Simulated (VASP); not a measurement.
# Al (Immm) in VASP: single point with PBE

Aim: the single point of Al with PBE.

Program: VASP 6.6.1. These are calculated values, not measurements. Logs are shortened: lines on timing, memory, paths and dates and some standing lists are left out, and cuts for length are marked.

### Step 1. The cell of the first run

It takes space group Immm (No. 71, orthorhombic). The conventional cell has a = 3.009 Å, b = 3.235 Å, c = 3.461 Å, α = 90.00°, β = 90.00°, γ = 90.00°. Within 3.7 Å of Al (site symmetry mmm) lie 14 Al at 2.81 to 3.46 Å.

### Step 2. Single point, PBE

INCAR

```
PREC = Accurate
ENCUT = 500
EDIFF = 1E-6
ISMEAR = 0
SIGMA = 0.15
LREAL = F
LASPH = T
NELM = 120
ALGO = Normal
ISIF = 2
LWAVE = F
LCHARG = F
GGA = PE
NBANDS = 8
GGA_COMPAT = F
```

KPOINTS

```
Automatic mesh
0
Gamma
  20 20 20
```

POSCAR

```
Al
1.0
   -1.5042845233      1.7307359569      1.6175102401
    1.5042845233     -1.7307359569      1.6175102401
    1.5042845233      1.7307359569     -1.6175102401
Al
1
Direct
    0.0000000000      0.0000000000      0.0000000000
```

Potentials or basis: VASP PAW PBE potentials, release 64 (Al).

Started as:

```console
cat potpaw_PBE.64/Al/POTCAR > POTCAR
mpirun -np 1 vasp_std > vasp.out
```

OUTCAR:

```text
PREC = Accurate
   ENCUT = 500
   EDIFF = 1E-6
   ISMEAR = 0
   LREAL = F
   LASPH = T
   NELM = 120
   ISIF = 2
   GGA = PE

 ion  position               nearest neighbor table
   1  0.000  0.000  0.000-

  LATTYP: Found a body centered orthorhombic cell.
 ALAT       =     3.0085690466
 B/A-ratio  =     1.0752688172
 C/A-ratio  =     1.1505376344

  Lattice vectors:

 A1 = (  -1.5042845233,  -1.7307359569,   1.6175102401)
 A2 = (   1.5042845233,  -1.7307359569,  -1.6175102401)
 A3 = (   1.5042845233,   1.7307359569,   1.6175102401)

Analysis of symmetry for initial positions (statically):
=====================================================================
 Subroutine PRICEL returns:
 Original cell was already a primitive cell.

 Routine SETGRP: Setting up the symmetry group for a
 body centered orthorhombic supercell.

 Subroutine GETGRP returns: Found  8 space group operations
 (whereof  8 operations were pure point group operations)
 out of a pool of  8 trial point group operations.

The static configuration has the point symmetry D_2h.

Analysis of symmetry for dynamics (positions and initial velocities):
=====================================================================
 Subroutine PRICEL returns:
 Original cell was already a primitive cell.

 Routine SETGRP: Setting up the symmetry group for a
 body centered orthorhombic supercell.

 Subroutine GETGRP returns: Found  8 space group operations
 (whereof  8 operations were pure point group operations)
 out of a pool of  8 trial point group operations.

The dynamic configuration has the point symmetry D_2h.

 Subroutine INISYM returns: Found  8 space group operations
 (whereof  8 operations are pure point group operations),
 and found     1 'primitive' translations

----------------------------------------------------------------------------------------

                                     Primitive cell

  volume of cell :      16.8449

  direct lattice vectors                    reciprocal lattice vectors
    -1.504284523  1.730735957  1.617510240     0.000000000  0.288894443  0.309117054
     1.504284523 -1.730735957  1.617510240     0.332383929  0.000000000  0.309117054
     1.504284523  1.730735957 -1.617510240     0.332383929  0.288894443  0.000000000

  length of vectors
     2.806182150  2.806182150  2.806182150     0.423099695  0.453907952  0.440385144

  position of ions in fractional coordinates (direct lattice)
     0.000000000  0.000000000  0.000000000

  ion indices of the primitive-cell ions
   primitive index   ion index
                 1           1

----------------------------------------------------------------------------------------

 KPOINTS: Automatic mesh

Automatic generation of k-mesh.
 Grid dimensions read from file:
 generate k-points for:   20   20   20

 Generating k-lattice:

  Cartesian coordinates                     Fractional coordinates (reciprocal lattice)
     0.000000000  0.014444722  0.015455853     0.050000000  0.000000000 -0.000000000
     0.016619196  0.000000000  0.015455853     0.000000000  0.050000000  0.000000000
     0.016619196  0.014444722  0.000000000    -0.000000000  0.000000000  0.050000000

  Length of vectors
     0.021154985  0.022695398  0.022019257

  Shift w.r.t. Gamma in fractional coordinates (k-lattice)
     0.000000000  0.000000000  0.000000000

 Subroutine IBZKPT returns following result:
 ===========================================

 Found   1166 irreducible k-points:

 Following reciprocal coordinates:
            Coordinates               Weight
  0.000000  0.000000  0.000000      1.000000
  0.050000  0.000000  0.000000      4.000000
  0.100000  0.000000  0.000000      4.000000
  0.150000  0.000000  0.000000      4.000000
  0.200000  0.000000  0.000000      4.000000
  0.250000 -0.000000  0.000000      4.000000
[... 16 lines left out ...]
 -0.450000  0.050000  0.000000      8.000000
 -0.400000  0.050000  0.000000      8.000000
 [... further k-points ...]
   k-points           NKPTS =   1166   k-points in BZ     NKDIM =   1166   number of bands    NBANDS=      8
   number of dos      NEDOS =    301   number of ions     NIONS =      1
   total plane-waves  NPLWV =   8000
   dimension x,y,z NGX =    20 NGY =   20 NGZ =   20
   dimension x,y,z NGXF=    40 NGYF=   40 NGZF=   40
   ions per type =               1
   NGX,Y,Z   is equivalent  to a cutoff of  11.85, 11.85, 11.85 a.u.
   NGXF,Y,Z  is equivalent  to a cutoff of  23.70, 23.70, 23.70 a.u.
 SYSTEM =  unknown system
   PREC   = accura    normal or accurate (medium, high low for compatibility)
   ISTART =      0    job   : 0-new  1-cont  2-samecut
   ICHARG =      2    charge: 1-file 2-atom 10-const
   ISPIN  =      1    spin polarized calculation?
   LNONCOLLINEAR =      F non collinear calculations
   LSORBIT =      F    spin-orbit coupling
   LASPH  =      T    aspherical Exc in radial PAW
   ENCUT  =  500.0 eV  36.75 Ry    6.06 a.u.   5.12  5.12  5.12*2*pi/ulx,y,z
   NELM   =    120;   NELMIN=  2; NELMDL= -5     # of ELM steps
   EDIFF  = 0.1E-05   stopping-criterion for ELM
   LREAL  =      F    real-space projection
   EDIFFG = 0.1E-04   stopping-criterion for IOM
   NSW    =      0    number of steps for IOM
   IBRION =     -1    ionic relax: 0-MD 1-quasi-New 2-CG
   NFREE  =      0    steps in history (QN), initial steepest desc. (CG)
   ISIF   =      2    stress and relaxation
   ISYM   =      2    0-nonsym 1-usesym 2-fastsym
   POTIM  = 0.5000    time-step for ionic-motion
   TEBEG  =    0.0;   TEEND  =   0.0 temperature during run
   PSTRESS=    0.0 pullay stress
   NELECT =       3.0000    total number of electrons
   NUPDOWN=      -1.0000    fix difference up-down
   EMIN   =  10.00;   EMAX   =-10.00  energy-range for DOS
   EFERMI =   0.00;   METHOD = LEGACY
   ISMEAR =     0;   SIGMA  =   0.15  broadening in eV -4-tet -1-fermi 0-gaus
   EFERMI_NEDOS =   21; number of points for ismear=-14 and -15
   IALGO  =     38    algorithm
   IMIX   =      4    mixing-type and parameters
     AMIX     =   0.40;   BMIX     =  1.00
     AMIX_MAG =   1.60;   BMIX_MAG =  1.00
  volume/ion in A,a.u.               =      16.84       113.67
  Fermi-wavevector in a.u.,A,eV,Ry     =   0.921070  1.740570 11.542774  0.848370
  Thomas-Fermi vector in A             =   2.046446
   LORBIT       =      0    0 simple, 1 ext, 2 COOP (PROOUT), +10 PAW based schemes
   GGA     = PE    functional components
   LHFCALC =     F    Hartree Fock is set to
   AEXX    =    0.0000 exact exchange contribution
   IVDW    =     0    specifies the selected vdW correction
   LEPSILON=     F    determine dielectric tensor
   LRPA    =     F    only Hartree local field effects (RPA)
 non-spin polarized calculation
 Gauss-broadening in eV      SIGMA  =   0.15
  energy-cutoff  :      500.00
  volume of cell :       16.84
 maximum number of plane-waves:       439
   NGX = 11   NGY = 11   NGZ = 11

 number of electron       3.0000000 magnetization

 Free energy of the ion-electron system (eV)
  ---------------------------------------------------
  ext. energy  EPLUGINS =         0.00000000
  ---------------------------------------------------
  free energy    TOTEN  =        -3.66950526 eV

  energy without entropy =       -3.66460943  energy(sigma->0) =       -3.66705734

 E-fermi :   7.7619     XC(G=0): -10.1243

 val. band max:        7.7551308450   @ k =   0.2500   0.4000   0.0000
 cond. band min:       7.7665356715   @ k =  -0.4500  -0.4500   0.4500
 fundamental gap:      0.0114048264
 Fermi energy:         7.7618576299

 k-point     1 :       0.0000    0.0000    0.0000
  band No.  band energies     occupation
      1      -3.2048      2.00000
      2      19.4425      0.00000
      3      21.2833      0.00000
      4      21.3657      0.00000
      5      21.4095      0.00000
      6      22.2994      0.00000
      7      22.6827      0.00000
      8      22.9397      0.00000

 k-point     2 :       0.0500    0.0000    0.0000
  band No.  band energies     occupation
      1      -3.1386      2.00000
      2      18.4921      0.00000
      3      20.9068      0.00000
      4      21.2372      0.00000
      5      21.5496      0.00000
      6      22.2028      0.00000
      7      22.6858      0.00000
      8      23.6483      0.00000

 k-point     3 :       0.1000    0.0000    0.0000
  band No.  band energies     occupation
      1      -2.9400      2.00000
      2      16.7070      0.00000
      3      20.2140      0.00000
      4      21.0162      0.00000
      5      21.5238      0.00000
      6      21.7982      0.00000
      7      22.9871      0.00000
      8      24.2577      0.00000

 k-point     4 :       0.1500    0.0000    0.0000
  band No.  band energies     occupation
      1      -2.6097      2.00000
      2      14.7784      0.00000
      3      19.5262      0.00000
      4      20.7673      0.00000
      5      20.7857      0.00000
      6      21.9059      0.00000
      7      23.0761      0.00000
      8      23.8209      0.00000

 k-point     5 :       0.2000    0.0000    0.0000
  band No.  band energies     occupation
      1      -2.1484      2.00000
      2      12.8658      0.00000
      3      18.9155      0.00000
      4      20.0291      0.00000
      5      20.5180      0.00000
      6      21.7033      0.00000
      7      23.0951      0.00000
      8      23.9924      0.00000

 k-point     6 :       0.2500   -0.0000    0.0000
  band No.  band energies     occupation
      1      -1.5576      2.00000
      2      11.0200      0.00000
      3      18.4005      0.00000
      4      19.3602      0.00000
      5      20.2252      0.00000
      6      21.2720      0.00000
      7      23.2830      0.00000
      8      24.5533      0.00000

 k-point     7 :       0.3000    0.0000    0.0000
  band No.  band energies     occupation
      1      -0.8386      2.00000
      2       9.2623      0.00000
      3      17.9874      0.00000
      4      18.7855      0.00000
      5      19.9442      0.00000
      6      20.8074      0.00000
      7      23.6543      0.00000
      8      25.3110      0.00000

 k-point     8 :       0.3500    0.0000    0.0000
  band No.  band energies     occupation
      1       0.0068      2.00000
      2       7.6038      1.86377
      3      17.6776      0.00000
      4      18.3183      0.00000
      5      19.7101      0.00000
      6      20.3964      0.00000
      7      24.1725      0.00000
      8      26.2001      0.00000

 k-point     9 :       0.4000    0.0000    0.0000
  band No.  band energies     occupation
      1       0.9764      2.00000
      2       6.0512      2.00000
      3      17.4692      0.00000
      4      17.9681      0.00000
      5      19.5444      0.00000
      6      20.0740      0.00000
      7      24.8092      0.00000
      8      27.1729      0.00000

 k-point    10 :       0.4500    0.0000    0.0000
  band No.  band energies     occupation
      1       2.0679      2.00000
      2       4.6092      2.00000
      3      17.3551      0.00000
      4      17.7459      0.00000
      5      19.4530      0.00000
      6      19.8632      0.00000
      7      25.5103      0.00000
      8      27.8491      0.00000
[... 78 lines left out ...]
 k-point    18 :       0.3000    0.0500    0.0000
  band No.  band energies     occupation
      1      -0.3465      2.00000
      2       8.4155      0.00000
      3      17.1643      0.00000
      4      17.7759      0.00000
      5      20.7162      0.00000
      6      20.8259      0.00000
      7      23.3853      0.00000
      8      26.6326      0.00000

 k-point    19 :       0.3500    0.0500    0.0000
  band No.  band energies     occupation
      1       0.5651      2.00000
      2       6.8142      2.00000
      3      16.7583      0.00000
      4      17.5208      0.00000
      5      20.4003      0.00000
      6      20.7284      0.00000
      7      23.8113      0.00000
      8      27.5585      0.00000

 k-point    20 :       0.4000    0.0500    0.0000
  band No.  band energies     occupation
      1       1.5997      2.00000
      2       5.3210      2.00000
      3      16.4586      0.00000
      4      17.3793      0.00000
      5      20.1014      0.00000
      6      20.7290      0.00000
      7      24.4225      0.00000
      8      28.3386      0.00000

 k-point    21 :       0.4500    0.0500   -0.0000
  band No.  band energies     occupation
      1       2.7542      2.00000
      2       3.9410      2.00000
      3      16.2697      0.00000
      4      17.3508      0.00000
      5      19.9065      0.00000
      6      20.7829      0.00000
      7      25.1550      0.00000
      8      27.9965      0.00000

 k-point    22 :       0.5000    0.0500    0.0000
  band No.  band energies     occupation
      1       2.6722      2.00000
      2       4.0310      2.00000
      3      16.1935      0.00000
      4      17.4349      0.00000
      5      19.8191      0.00000
      6      20.9093      0.00000
      7      25.8240      0.00000
      8      27.2982      0.00000

 k-point    23 :      -0.4500    0.0500    0.0000
  band No.  band energies     occupation
      1       1.5257      2.00000
      2       5.4192      2.00000
      3      16.2306      0.00000
      4      17.6311      0.00000
      5      19.8390      0.00000
      6      21.1141      0.00000
      7      25.7060      0.00000
      8      27.0537      0.00000

 k-point    24 :      -0.4000    0.0500    0.0000
  band No.  band energies     occupation
      1       0.4994      2.00000
      2       6.9201      2.00000
      3      16.3805      0.00000
      4      17.9383      0.00000
      5      19.9626      0.00000
      6      21.3892      0.00000
      7      25.0547      0.00000
      8      26.1621      0.00000

 [... further k-points ...]
[... 5 lines left out ...]
  --------------------------------------------------------------------------------------
  -------------------------------------------------------------------------------------
  Total       -0.1732473      0.3256136     -0.1044873      0.0000000      0.0000000      0.0000000
  in kB      -16.4781829     30.9702951     -9.9381654      0.0000000      0.0000000      0.0000000
  external PRESSURE =       1.5179823 kB  Pullay stress =       0.0000000 kB

 VOLUME and BASIS-vectors are now :
 -----------------------------------------------------------------------------
  energy-cutoff  :      500.00
  volume of cell :       16.84
      direct lattice vectors                 reciprocal lattice vectors
    -1.504284523  1.730735957  1.617510240     0.000000000  0.288894443  0.309117054
     1.504284523 -1.730735957  1.617510240     0.332383929  0.000000000  0.309117054
     1.504284523  1.730735957 -1.617510240     0.332383929  0.288894443  0.000000000

 POSITION                                       TOTAL-FORCE (eV/Angst)
 -----------------------------------------------------------------------------------
      0.00000      0.00000      0.00000         0.000000      0.000000     -0.000000
 -----------------------------------------------------------------------------------
    total drift:                                0.000000      0.000000      0.000000

  FREE ENERGIE OF THE ION-ELECTRON SYSTEM (eV)
  ---------------------------------------------------
  free  energy   TOTEN  =        -3.6695052567 eV

  energy  without entropy=       -3.6646094280  energy(sigma->0) =       -3.66705734
```

It took 91 s on 1 thread of AMD EPYC 7R43 (Zen 3), shared host; peak memory 0.18 GiB.

What came out:

```
Free energy            : -3.6695 eV
Pressure               : 0.2 GPa
Band gap on the k mesh : zero (an odd number of electrons rules out a gap without spin polarisation)
```
